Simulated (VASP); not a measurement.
Crystal: Pt.

```
Pt
1.0
    -1.70035    1.70035    1.36788
     1.70035   -1.70035    1.36788
     1.70035    1.70035   -1.36788
Pt
1
Direct
  0.50000 0.50000 0.00000
```

Base run:

* Program: VASP 6.6.1
* Functional: PBE
* Potentials or basis: VASP PAW PBE potentials, release 64 (Pt)
* Cutoff: 520 eV
* k mesh: 26 × 26 × 26
* Occupations: gaussian, width 0.1 eV
* Spin: no spin polarisation

Its results: band gap on the k mesh zero (bands 5 and 6 overlap by 2.05 eV); pressure -0.5 GPa.

Problem. The run is repeated on the same cell with these changes: k mesh from 26 × 26 × 26 to 8 × 8 × 8; further incar settings from ALGO = Fast; EDIFF = 1e-06; NBANDS = 11 to ALGO = Normal; EDIFF = 1e-06; NBANDS = 11. What comes out?

Solution. Band gap on the k mesh zero (bands 5 and 6 overlap by 1.98 eV); pressure 0.5 GPa.

Caveats: some runs use coarse meshes; spin-orbit coupling is left out, which moves the levels of the heavy elements.
